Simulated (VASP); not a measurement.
# AlGaN2 (Cm) in VASP: notebook, part 3 of 3

VASP 6.6.1. Earlier steps stand in the parts before.

## 4. Single point, PBEsol

Contents of INCAR:

```
SYSTEM = AlGaN2
  PREC = Accurate
  ENCUT = 600
  EDIFF = 1E-6
  ISMEAR = 0
  SIGMA = 0.02
  LREAL = .False.
  LASPH = .True.
  NELM = 120
  ALGO = Normal
  ISIF = 2
  LWAVE = .False.
  LCHARG = .False.
  GGA = PS
  NBANDS = 36
  GGA_COMPAT = .False.
```

Contents of KPOINTS:

```
regular mesh
0
Gamma
  8 6 8
  0 0 0
```

Contents of POSCAR:

```
AlGaN2
1.0
   -3.1483436111      0.0000000000      0.0000000000
    0.0000000000      5.4446679726      0.0010896261
    1.5741718056     -2.7233415884     -5.0959731708
Al Ga N
2 2 4
Direct
    0.0018653440      0.3341436356      0.0037306880
    0.7496477382      0.4155591193      0.4992954763
    0.4988249389      0.8323654234     -0.0023501222
    0.2510477833      0.9191610635      0.5020955666
    0.8149850140      0.1550341538      0.6299700280
    0.3072430749      0.6339832729      0.6144861499
    0.5621786750      0.2342026898      0.1243573499
    0.0602074317      0.7215506418      0.1204148635
```

Potentials or basis: VASP PAW PBE potentials, release 64 (Al, Ga_d, N).

Started as:

```
$ cat potpaw_PBE.64/Al/POTCAR potpaw_PBE.64/Ga_d/POTCAR potpaw_PBE.64/N/POTCAR > POTCAR
$ mpirun -np 1 vasp_std > vasp.out
```

OUTCAR:

```text
SYSTEM = AlGaN2
   PREC = Accurate
   ENCUT = 600
   EDIFF = 1E-6
   ISMEAR = 0
   LREAL = .False.
   LASPH = .True.
   NELM = 120
   ISIF = 2
   GGA = PS

 ion  position               nearest neighbor table
   1  0.002  0.334  0.004-   8 1.89   7 1.90   7 1.90   5 1.90   2 3.11   2 3.11   4 3.13   4 3.13
                             4 3.13   3 3.14   3 3.14   2 3.15
   2  0.750  0.416  0.499-   6 1.89   6 1.89   5 1.90   7 1.91   1 3.11   1 3.11   3 3.12   3 3.12
                             3 3.13   4 3.13   4 3.13   1 3.15
   3  0.499  0.832  0.998-   8 1.94   8 1.94   7 1.95   6 1.95   2 3.12   2 3.12   2 3.13   1 3.14
                             1 3.14
   4  0.251  0.919  0.502-   5 1.94   5 1.94   6 1.95   8 1.95   1 3.13   1 3.13   1 3.13   2 3.13
                             2 3.13
   5  0.815  0.155  0.630-   2 1.90   1 1.90   4 1.94   4 1.94
   6  0.307  0.634  0.614-   2 1.89   2 1.89   4 1.95   3 1.95
   7  0.562  0.234  0.124-   1 1.90   1 1.90   2 1.91   3 1.95
   8  0.060  0.722  0.120-   1 1.89   3 1.94   3 1.94   4 1.95

  LATTYP: Found a base centered monoclinic cell.
 ALAT       =    11.5522215393
 B/A-ratio  =     0.2725314434
 C/A-ratio  =     0.4713091818
 COS(beta)  =    -0.4709581955

  Lattice vectors:

 A1 = (  -1.5741718056,  -2.7213263842,   5.0948835447)
 A2 = (   1.5741718055,  -2.7213263842,   5.0948835447)
 A3 = (   0.0000000000,   5.4446679726,   0.0010896261)

Analysis of symmetry for initial positions (statically):
=====================================================================
 Subroutine PRICEL returns:
 Original cell was already a primitive cell.

 Routine SETGRP: Setting up the symmetry group for a
 base centered monoclinic supercell.

 Subroutine GETGRP returns: Found  2 space group operations
 (whereof  2 operations were pure point group operations)
 out of a pool of  4 trial point group operations.

The static configuration has the point symmetry C_1h.

Analysis of symmetry for dynamics (positions and initial velocities):
=====================================================================
 Subroutine PRICEL returns:
 Original cell was already a primitive cell.

 Routine SETGRP: Setting up the symmetry group for a
 base centered monoclinic supercell.

 Subroutine GETGRP returns: Found  2 space group operations
 (whereof  2 operations were pure point group operations)
 out of a pool of  4 trial point group operations.

The dynamic configuration has the point symmetry C_1h.

 Subroutine INISYM returns: Found  2 space group operations
 (whereof  2 operations are pure point group operations),
 and found     1 'primitive' translations

----------------------------------------------------------------------------------------

                                     Primitive cell

  volume of cell :      87.3442

  direct lattice vectors                    reciprocal lattice vectors
    -3.148343611  0.000000000  0.000000000    -0.317627338  0.000019638 -0.098127181
     0.000000000  5.444667973  0.001089626     0.000000000  0.183685574 -0.098163500
     1.574171806 -2.723341588 -5.095973171     0.000000000  0.000039276 -0.196254362

[... 55 lines left out ...]
  0.375000 -0.000000  0.000000      4.000000
  0.500000 -0.000000 -0.000000      2.000000
  0.000000  0.166667  0.000000      2.000000
[... 16 lines left out ...]
  0.125000  0.500000 -0.000000      4.000000
  0.250000  0.500000 -0.000000      4.000000
 [... further k-points ...]
   k-points           NKPTS =    114   k-points in BZ     NKDIM =    114   number of bands    NBANDS=     36
   number of dos      NEDOS =    301   number of ions     NIONS =      8
   total plane-waves  NPLWV =  64512
   dimension x,y,z NGX =    28 NGY =   48 NGZ =   48
   dimension x,y,z NGXF=    56 NGYF=   96 NGZF=   96
   ions per type =               2   2   4
   NGX,Y,Z   is equivalent  to a cutoff of  14.79, 14.66, 13.32 a.u.
   NGXF,Y,Z  is equivalent  to a cutoff of  29.57, 29.31, 26.65 a.u.
 SYSTEM =  AlGaN2
   PREC   = accura    normal or accurate (medium, high low for compatibility)
   ISTART =      0    job   : 0-new  1-cont  2-samecut
   ICHARG =      2    charge: 1-file 2-atom 10-const
   ISPIN  =      1    spin polarized calculation?
   LNONCOLLINEAR =      F non collinear calculations
   LSORBIT =      F    spin-orbit coupling
   LASPH  =      T    aspherical Exc in radial PAW
   ENCUT  =  600.0 eV  44.10 Ry    6.64 a.u.   6.29 10.87 11.96*2*pi/ulx,y,z
   NELM   =    120;   NELMIN=  2; NELMDL= -5     # of ELM steps
   EDIFF  = 0.1E-05   stopping-criterion for ELM
   LREAL  =      F    real-space projection
   EDIFFG = 0.1E-04   stopping-criterion for IOM
   NSW    =      0    number of steps for IOM
   IBRION =     -1    ionic relax: 0-MD 1-quasi-New 2-CG
   NFREE  =      0    steps in history (QN), initial steepest desc. (CG)
   ISIF   =      2    stress and relaxation
   ISYM   =      2    0-nonsym 1-usesym 2-fastsym
   POTIM  = 0.5000    time-step for ionic-motion
   TEBEG  =    0.0;   TEEND  =   0.0 temperature during run
   PSTRESS=    0.0 pullay stress
   NELECT =      52.0000    total number of electrons
   NUPDOWN=      -1.0000    fix difference up-down
   EMIN   =  10.00;   EMAX   =-10.00  energy-range for DOS
   EFERMI =   0.00;   METHOD = LEGACY
   ISMEAR =     0;   SIGMA  =   0.02  broadening in eV -4-tet -1-fermi 0-gaus
   EFERMI_NEDOS =   21; number of points for ismear=-14 and -15
   IALGO  =     38    algorithm
   IMIX   =      4    mixing-type and parameters
     AMIX     =   0.40;   BMIX     =  1.00
     AMIX_MAG =   1.60;   BMIX_MAG =  1.00
  volume/ion in A,a.u.               =      10.92        73.68
  Fermi-wavevector in a.u.,A,eV,Ry     =   1.377203  2.602536 25.805998  1.896687
  Thomas-Fermi vector in A             =   2.502378
   LORBIT       =      0    0 simple, 1 ext, 2 COOP (PROOUT), +10 PAW based schemes
   GGA     = PS    functional components
   LHFCALC =     F    Hartree Fock is set to
   AEXX    =    0.0000 exact exchange contribution
   IVDW    =     0    specifies the selected vdW correction
   LEPSILON=     F    determine dielectric tensor
   LRPA    =     F    only Hartree local field effects (RPA)
 non-spin polarized calculation
 Gauss-broadening in eV      SIGMA  =   0.02
  energy-cutoff  :      600.00
  volume of cell :       87.34
 maximum number of plane-waves:      2938
 NGX is ok and might be reduce to    28
   NGX = 13   NGY = 21   NGZ = 23

 number of electron      52.0000002 magnetization

 Free energy of the ion-electron system (eV)
  ---------------------------------------------------
  ext. energy  EPLUGINS =         0.00000000
  ---------------------------------------------------
  free energy    TOTEN  =       -57.54436725 eV

  energy without entropy =      -57.54436725  energy(sigma->0) =      -57.54436725

 E-fermi :   5.7834     XC(G=0): -11.5331

 val. band max:        5.6208063261   @ k =   0.0000   0.0000   0.0000
 cond. band min:       8.5245052953   @ k =   0.0000   0.0000   0.0000
 fundamental gap:      2.9036989692
 Fermi energy:         5.7833623378

 k-point     1 :       0.0000    0.0000    0.0000
  band No.  band energies     occupation
      1      -9.9810      2.00000
      2      -8.8586      2.00000
      3      -8.5530      2.00000
      4      -8.3196      2.00000
      5      -7.4419      2.00000
      6      -7.4006      2.00000
[... 925 lines left out ...]
     35      15.4068      0.00000
     36      15.9509      0.00000

 [... further k-points ...]

------------------------ aborting loop because EDIFF is reached ----------------------------------------

  FORCE on cell =-STRESS in cart. coord.  units (eV):
  Direction    XX          YY          ZZ          XY          YZ          ZX
  --------------------------------------------------------------------------------------
  -------------------------------------------------------------------------------------
  Total       -0.1470018     -0.1433772     -0.1308779     -0.0000000      0.0000523      0.0000000
  in kB       -2.6964912     -2.6300036     -2.4007273     -0.0000000      0.0009588      0.0000000
  external PRESSURE =      -2.5757407 kB  Pullay stress =       0.0000000 kB

 VOLUME and BASIS-vectors are now :
 -----------------------------------------------------------------------------
  energy-cutoff  :      600.00
  volume of cell :       87.34
      direct lattice vectors                 reciprocal lattice vectors
    -3.148343611  0.000000000  0.000000000    -0.317627338  0.000019638 -0.098127181
     0.000000000  5.444667973  0.001089626     0.000000000  0.183685574 -0.098163500
     1.574171806 -2.723341588 -5.095973171     0.000000000  0.000039276 -0.196254362

 POSITION                                       TOTAL-FORCE (eV/Angst)
 -----------------------------------------------------------------------------------
      0.00000      1.80914     -0.01865        -0.000000     -0.000626      0.000463
     -1.57417      0.90283     -2.54394        -0.000000     -0.000071      0.000685
      0.00000      1.81501     -5.08309         0.000000     -0.005065     -0.002019
      0.00000      3.63715     -2.55766        -0.000000      0.000162      0.001423
     -1.57417     -0.87151     -3.21014        -0.000000     -0.011350      0.006996
      0.00000      1.77837     -3.13071         0.000000      0.011657     -0.006264
     -1.57417      0.93649     -0.63347        -0.000000     -0.009080      0.002471
      0.00000      3.60067     -0.61284         0.000000      0.014374     -0.003754
 -----------------------------------------------------------------------------------
    total drift:                               -0.000002      0.000099      0.000069

  FREE ENERGIE OF THE ION-ELECTRON SYSTEM (eV)
  ---------------------------------------------------
  free  energy   TOTEN  =       -57.5443672509 eV

  energy  without entropy=      -57.5443672509  energy(sigma->0) =      -57.54436725
```

Wall time 5.6 min (1 thread of Oxide Virtual Turin-like, shared host); peak memory 0.47 GiB.

Results:

* Free energy: -57.5444 eV
* Pressure: -0.3 GPa
* Largest force: 0.015 eV/Å
* Band gap on the k mesh: 2.90 eV

Forces on the atoms (eV/Å):
```
Al   0.000 -0.001  0.000
Al   0.000  0.000  0.001
Ga   0.000 -0.005 -0.002
Ga   0.000  0.000  0.001
N    0.000 -0.011  0.007
N    0.000  0.012 -0.006
N    0.000 -0.009  0.002
N    0.000  0.014 -0.004
```

Caveat: the PAW data sets were made with another functional, which shifts forces and pressure a little.

## 5. Overview

```csv
cell,k mesh,smearing,gap on the mesh (eV),pressure (GPa),largest force (eV/Å)
"a = 3.151, b = 5.457, c = 5.981 Å, angles 117.1, 105.3, 90.0°, 8 atoms, atomic positions A",6 × 6 × 6,gaussian 0.1 eV,2.93,-0.1,1.14
"a = 3.151, b = 5.445, c = 5.987 Å, angles 117.1, 105.3, 90.0°, 8 atoms, atomic positions B",6 × 6 × 6,gaussian 0.1 eV,2.90,-0.3,0.03
"a = 3.148, b = 5.445, c = 5.989 Å, angles 117.1, 105.2, 90.0°, 8 atoms, atomic positions C",8 × 6 × 8,gaussian 0.02 eV,2.90,-0.3,0.01
```

Alike in all rows: task single point; level PBEsol; potentials or basis VASP PAW PBE potentials, release 64 (Al, Ga_d, N); no spin polarisation; cutoff (eV) 600.

Caveats: the PAW data sets were made with another functional, which shifts forces and pressure a little.

Absolute energies hang on the potentials; compare differences alone.
